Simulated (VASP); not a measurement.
# KNd2Sb3 (P-4m2) in VASP: notebook, part 3 of 3

VASP 6.6.1.

### Step 6. Relaxation of cell and atoms, PBE

This run uses another cell than the first one, of 31.52 Å³/atom.

The input, INCAR:

```
  PREC = Accurate
  ENCUT = 500
  EDIFF = 1E-7
  ISMEAR = 0
  SIGMA = 0.1
  LREAL = F
  LASPH = T
  NELM = 200
  ALGO = Normal
  ISIF = 3
  LWAVE = F
  LCHARG = F
  GGA = PE
  IBRION = 2
  NSW = 100
  EDIFFG = -0.01
  GGA_COMPAT = F
  NELMIN = 4
  LMAXMIX = 6
```

The input, KPOINTS:

```
regular mesh
0
Gamma
  8 8 4
```

The input, POSCAR:

```
KNd2Sb3
1.0
    4.6379289247      0.0000000000      0.0000000000
    0.0000000000      4.6379289247      0.0000000000
    0.0000000000      0.0000000000      8.7925700826
K Nd Sb
1 2 3
Direct
    0.0000000000      0.0000000000      0.0000000000
    0.0000000000      0.5000000000      0.6712142747
    0.5000000000      0.0000000000      0.3287857253
    0.5000000000      0.5000000000      0.0000000000
    0.0000000000      0.5000000000      0.3135837580
    0.5000000000      0.0000000000      0.6864162420
```

Potentials or basis: VASP PAW PBE potentials, release 64 (K_sv, Nd_3, Sb), 4f in core.

The run is started by

```sh
$ cat potpaw_PBE.64/K_sv/POTCAR potpaw_PBE.64/Nd_3/POTCAR potpaw_PBE.64/Sb/POTCAR > POTCAR
$ mpirun -np 1 vasp_std > vasp.out
```

OUTCAR:

```text
PREC = Accurate
   ENCUT = 500
   EDIFF = 1E-7
   ISMEAR = 0
   LREAL = F
   LASPH = T
   NELM = 200
   ISIF = 3
   GGA = PE
   IBRION = 2
   NSW = 100
   EDIFFG = -0.01
   NELMIN = 4

 ion  position               nearest neighbor table
   1  0.000  0.000  0.000-   4 3.28   4 3.28   4 3.28   4 3.28   5 3.60   6 3.60   6 3.60   5 3.60
                             3 3.71   2 3.71   3 3.71   2 3.71
   2  0.000  0.500  0.671-   5 3.14   6 3.28   6 3.28   6 3.28   6 3.28   1 3.71   4 3.71   4 3.71
                             1 3.71
   3  0.500  0.000  0.329-   6 3.14   5 3.28   5 3.28   5 3.28   5 3.28   1 3.71   1 3.71   4 3.71
                             4 3.71
   4  0.500  0.500  0.000-   1 3.28   1 3.28   1 3.28   1 3.28   6 3.60   6 3.60   5 3.60   5 3.60
                             2 3.71   2 3.71   3 3.71   3 3.71
   5  0.000  0.500  0.314-   2 3.14   3 3.28   3 3.28   3 3.28   3 3.28   1 3.60   4 3.60   4 3.60
                             1 3.60
   6  0.500  0.000  0.686-   3 3.14   2 3.28   2 3.28   2 3.28   2 3.28   4 3.60   1 3.60   4 3.60
                             1 3.60

  LATTYP: Found a simple tetragonal cell.
 ALAT       =     4.6379289247
 C/A-ratio  =     1.8957966423

  Lattice vectors:

 A1 = (   4.6379289247,   0.0000000000,   0.0000000000)
 A2 = (   0.0000000000,   4.6379289247,   0.0000000000)
[... 193 lines left out ...]
  -------------------------------------------------------------------------------------
  Total       -0.5266730     -0.5266730      1.0720254      0.0000000      0.0000000     -0.0000000
  in kB       -4.4615690     -4.4615690      9.0813757      0.0000000      0.0000000     -0.0000000
  external PRESSURE =       0.0527459 kB  Pullay stress =       0.0000000 kB
[... 227 lines left out ...]
--------------------------------------- Ionic step        7  -------------------------------------------

 number of electron      46.0000000 magnetization

 Free energy of the ion-electron system (eV)
  ---------------------------------------------------
  ext. energy  EPLUGINS =         0.00000000
  ---------------------------------------------------
  free energy    TOTEN  =       -26.77414897 eV

  energy without entropy =      -26.76258101  energy(sigma->0) =      -26.76836499

 E-fermi :   4.6297     XC(G=0):  -9.4278

 val. band max:        4.5977113625   @ k =   0.0000   0.0000   0.0000
 cond. band min:       4.6311109932   @ k =   0.3750   0.3750   0.5000
 fundamental gap:      0.0333996306
 Fermi energy:         4.6297103443

 k-point     1 :       0.0000    0.0000    0.0000
  band No.  band energies     occupation
      1     -33.7495      2.00000
      2     -33.7425      2.00000
      3     -25.2820      2.00000
      4     -14.9129      2.00000
      5     -14.8643      2.00000
      6     -14.8643      2.00000
[... 709 lines left out ...]
     26       6.9352      0.00000
     27       7.0485      0.00000

 [... further k-points ...]

------------------------ aborting loop because EDIFF is reached ----------------------------------------

  FORCE on cell =-STRESS in cart. coord.  units (eV):
  Direction    XX          YY          ZZ          XY          YZ          ZX
  --------------------------------------------------------------------------------------
  -------------------------------------------------------------------------------------
  Total       -0.0062882     -0.0062882     -0.0134925      0.0000000     -0.0000000      0.0000000
  in kB       -0.0531035     -0.0531035     -0.1139436      0.0000000     -0.0000000      0.0000000
  external PRESSURE =      -0.0733835 kB  Pullay stress =       0.0000000 kB
[... 21 lines left out ...]
  FREE ENERGIE OF THE ION-ELECTRON SYSTEM (eV)
  ---------------------------------------------------
  free  energy   TOTEN  =       -26.7741489668 eV

  energy  without entropy=      -26.7625810069  energy(sigma->0) =      -26.76836499

 reached required accuracy - stopping structural energy minimisation
```

OSZICAR:

```text
N       E                     dE             d eps       ncg     rms          rms(c)
DAV:   1     0.364335519962E+03    0.36434E+03   -0.19130E+04  2430   0.145E+03
DAV:   2     0.303244376111E+01   -0.36130E+03   -0.35510E+03  2745   0.351E+02
DAV:   3    -0.253111437036E+02   -0.28344E+02   -0.27785E+02  3752   0.871E+01
[... 71 lines left out ...]
DAV:   4    -0.267741471690E+02   -0.52523E-06   -0.63530E-06  3808   0.124E-02    0.441E-03
DAV:   5    -0.267741479473E+02   -0.77835E-06   -0.80444E-07  3396   0.383E-03    0.249E-03
DAV:   6    -0.267741487405E+02   -0.79322E-06   -0.17624E-07  1952   0.238E-03    0.601E-04
DAV:   7    -0.267741488745E+02   -0.13395E-06   -0.47498E-08  1545   0.133E-03    0.284E-04
DAV:   8    -0.267741489755E+02   -0.10101E-06   -0.27315E-08  1488   0.985E-04    0.116E-04
DAV:   9    -0.267741489668E+02    0.86611E-08   -0.14741E-08  1473   0.664E-04
   7 F= -.26774149E+02 E0= -.26768365E+02  d E =-.261875E-03
```

Wall time 7.8 min (1 thread of Intel Xeon 6975P-C (Granite Rapids), shared host); peak memory 0.44 GiB.

Results:

| Property | Result |
| --- | --- |
| Free energy | -26.7741 eV |
| Relaxed volume | 31.62 Å³/atom |
| Relaxed cell | a = 4.615 Å, b = 4.615 Å, c = 8.906 Å, α = 90.00°, β = 90.00°, γ = 90.00° |
| Space group after relaxing (to 0.1 Å) | P-4m2 (No. 115) |
| Energy gained by relaxing | 1.5 meV/atom |
| Ionic steps | 7 |
| Pressure after relaxing | 0.0 GPa |
| Largest force after relaxing | 0.004 eV/Å |
| Band gap on the k mesh | zero (bands 23 and 24 overlap by 0.45 eV) |

Forces on the atoms (eV/Å):
```
K    0.000  0.000  0.000
Nd   0.000  0.000 -0.004
Nd   0.000  0.000  0.004
Sb   0.000  0.000  0.000
Sb   0.000  0.000 -0.004
Sb   0.000  0.000  0.004
```

The path:
```tsv
step	energy change (eV)	largest force (eV/Å)	pressure (GPa)	volume (Å³)
1	0.0000	0.0204	0.01	189.13
2	-0.0082	0.0293	0.06	189.15
3	-0.0086	0.0407	0.08	189.15
4	-0.0089	0.0344	-0.02	189.60
5	-0.0089	0.0311	-0.07	189.85
6	-0.0091	0.0150	-0.03	189.77
7	-0.0092	0.0045	-0.01	189.72
```

Final structure:
```
K Nd Sb
1.0
     4.61540    0.00000    0.00000
     0.00000    4.61540    0.00000
     0.00000    0.00000    8.90624
K Nd Sb
1 2 3
Direct
  0.00000 0.00000 0.00000
  0.00000 0.50000 0.67044
  0.50000 0.00000 0.32956
  0.50000 0.50000 0.00000
  0.00000 0.50000 0.31409
  0.50000 0.00000 0.68591
```

Levels at points of the mesh, in eV from the Fermi level:
| k point | band 19 | band 20 | band 21 | band 22 | band 23 | band 24 | band 25 | band 26 | band 27 |
| --- | --- | --- | --- | --- | --- | --- | --- | --- | --- |
| (0.00, 0.00, 0.00) | -0.94 | -0.49 | -0.45 | -0.45 | -0.03 | -0.03 | 0.07 | 1.40 | 1.42 |
| (0.50, 0.00, 0.00) | -2.07 | -1.97 | -1.72 | -1.07 | -0.42 | 0.34 | 2.00 | 2.06 | 2.49 |
| (0.50, 0.50, 0.00) | -1.88 | -1.88 | -1.44 | -0.86 | -0.86 | -0.20 | 0.79 | 1.08 | 2.52 |
| (0.00, 0.00, 0.50) | -0.96 | -0.90 | -0.62 | -0.62 | 0.13 | 0.41 | 0.93 | 0.93 | 1.16 |
| (0.50, 0.00, 0.50) | -2.31 | -2.14 | -1.95 | -0.59 | -0.18 | 0.09 | 1.91 | 2.23 | 2.42 |
| (0.50, 0.50, 0.50) | -2.10 | -1.75 | -1.23 | -1.02 | 0.24 | 0.26 | 0.26 | 2.38 | 2.44 |

Caveat: spin-orbit coupling is left out, which moves the levels of the heavy elements; the 4f electrons are frozen in the core, so they carry no moment and show no levels. Spin polarisation is off, so any magnetic state and its effect on volume and gap are missing.

### Step 7. The runs side by side

```tsv
task	cell	k mesh	smearing	gap on the mesh (eV)	pressure (GPa)	largest force (eV/Å)
single point	a = 5.950, b = 5.950, c = 6.480 Å, 6 atoms, atomic positions A	3 × 3 × 3	gaussian 0.2 eV	-	0.1	-
single point	a = 4.631, b = 4.631, c = 8.803 Å, 6 atoms, atomic positions B	4 × 4 × 2	gaussian 0.2 eV	none	0.1	0.09
single point	a = 4.638, b = 4.638, c = 8.793 Å, 6 atoms, atomic positions C	4 × 4 × 2	gaussian 0.2 eV	none	0.0	0.03
single point	a = 4.638, b = 4.638, c = 8.793 Å, 6 atoms, atomic positions C	4 × 4 × 2	gaussian 0.1 eV	none	-0.1	0.05
relaxation of cell and atoms	relaxed from a = 4.638, b = 4.638, c = 8.793 Å, 6 atoms, atomic positions C	8 × 8 × 4	gaussian 0.1 eV	none	0.0	-
```

Alike in all rows: level PBE; potentials or basis VASP PAW PBE potentials, release 64 (K_sv, Nd_3, Sb), 4f in core; no spin polarisation; cutoff (eV) 500.

Caveats: spin-orbit coupling is left out, which moves the levels of the heavy elements; the 4f electrons are frozen in the core, so they carry no moment and show no levels.

Total energies depend on the potentials used, so only differences within one code and one set of settings carry meaning.
